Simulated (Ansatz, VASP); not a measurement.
Eu in VASP and in Ansatz

The input POSCAR:

```
Eu
1.0
   -2.2274745855      2.2274745855      2.2274745855
    2.2274745855     -2.2274745855      2.2274745855
    2.2274745855      2.2274745855     -2.2274745855
Eu
1
Direct
    0.0000000000      0.0000000000      0.0000000000
```

File INCAR.step1:

```
SYSTEM = Eu
PREC = Accurate
ENCUT = 520
ISMEAR = 0
SIGMA = 0.6
LREAL = .FALSE.
LASPH = .TRUE.
NELM = 150
ISPIN = 2
MAGMOM = 7.31
LMAXMIX = 6
NBANDS = 18
GGA = PE
ALGO = Normal
EDIFF = 1E-4
LWAVE = .TRUE.
LCHARG = .FALSE.
```

Contents of INCAR.step2:

```
SYSTEM = Eu
PREC = Accurate
ENCUT = 520
EDIFF = 1E-6
ISMEAR = 0
SIGMA = 0.6
LREAL = .FALSE.
LASPH = .TRUE.
NELM = 150
ALGO = Normal
ISIF = 2
LWAVE = .FALSE.
LCHARG = .FALSE.
ISPIN = 2
MAGMOM = 7.31
LORBIT = 11
LMAXMIX = 6
METAGGA = R2SCAN
LMIXTAU = .TRUE.
NBANDS = 18
ISTART = 1
```

KPOINTS

```
Automatic mesh
0
G
  10 10 10
  0 0 0
```

Input for Ansatz:

```yaml
crystal:
  lattice:
    - [-2.2274745855, 2.2274745855, 2.2274745855]
    - [2.2274745855, -2.2274745855, 2.2274745855]
    - [2.2274745855, 2.2274745855, -2.2274745855]
  atoms:
    - { symbol: Eu, position: [0.0, 0.0, 0.0], spin: 7.31 }
hamiltonian:
  xc: r2scan
  pseudopotentials:
    kind: paw
    azcp:
      Eu: "pseudopotentials/Eu.paw.azcp"
basis:
  ecutwfc: 500
  fft_grid_basis: typed
kpoints:
  mp_grid: { grid: [10, 10, 10], shift: [0, 0, 0] }
magnetization:
  spin_polarized: true
scf:
  occupations: { method: gaussian, width: 0.6 }
  lower_state_search: "off"
output:
  stress: true
```

Alike in both runs: task single point; functional r2SCAN; k mesh 10 × 10 × 10; occupations gaussian, width 0.6 eV; collinear spin.

|  | VASP | Ansatz |
| --- | --- | --- |
| version | VASP 6.6.1 | Ansatz 0.2.0 |
| potentials or method | VASP PAW PBE potentials, release 64 (Eu), cutoff 520 eV | plane waves (500 eV) with PAW, scalar-relativistic |
| valence electrons in the cell | 17 | 17 |

```csv
,VASP,Ansatz,Ansatz less VASP
pressure (GPa),-0.4,-0.1,+0.33
net moment per atom (μB),7.78,7.81,+0.032
size of the moment on the site where the two differ most (μB),6.68,7.27,+0.589
```

VASP's potentials were made for PBE, not for r2SCAN. Site moments also hang on the region over which each program counts them. Ansatz's warnings: stability check not made.

Neither program's run includes spin-orbit coupling.
